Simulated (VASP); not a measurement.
Set up this calculation in VASP 6.6.1, as the native input.

| Item | Value |
| --- | --- |
| Task | single point |
| Functional | LDA |
| Potentials or basis | VASP PAW LDA potentials, release 64 (K_sv, Ca_sv, Cl) |
| Cutoff | 520 eV |
| k mesh | 6 × 6 × 6 |
| Occupations | gaussian, width 0.05 eV |
| Spin | no spin polarisation |
| Dipole correction | no |
| Further INCAR settings | ALGO = Normal; EDIFF = 1e-07; NBANDS = 28 |

The structure of KCaCl3 lies in POSCAR:

```
KCaCl3
1.0
    5.3935230000      0.0000000000      0.0000000000
    0.0000000000      5.3935230000      0.0000000000
    0.0000000000      0.0000000000      5.3935230000
K Ca Cl
1 1 3
Direct
    0.0000000000      0.0000000000      0.0000000000
    0.5000000000      0.5000000000      0.5000000000
    0.0000000000      0.5000000000      0.5000000000
    0.5000000000      0.0000000000      0.5000000000
    0.5000000000      0.5000000000      0.0000000000
```

The input as run:

INCAR

```
SYSTEM = KCaCl3
ALGO = Normal ; EDIFF = 1E-7
ENCUT = 520 ; GGA = CA
ISIF = 2 ; ISMEAR = 0
LASPH = .TRUE. ; LCHARG = .FALSE.
LREAL = .FALSE. ; LWAVE = .FALSE.
NBANDS = 28 ; NELM = 100
PREC = Accurate ; SIGMA = 0.05
```

KPOINTS

```
k-points
0
G
  6 6 6
  0 0 0
```

Potentials or basis: VASP PAW LDA potentials, release 64 (K_sv, Ca_sv, Cl).

The run is started by

```sh
$ cat potpaw_LDA.64/K_sv/POTCAR potpaw_LDA.64/Ca_sv/POTCAR potpaw_LDA.64/Cl/POTCAR > POTCAR
$ mpirun -np 1 vasp_std > vasp.out
```

It gave:

```json
{"Pressure": "-2.6 GPa", "Band gap on the k mesh": "4.36 eV, indirect (least direct gap 4.65 eV)"}
```

It took 61 s on 1 thread of Intel(R) Xeon(R) Platinum 8375C CPU @ 2.90GHz (Ice Lake) (shared host), peak memory 0.25 GiB.
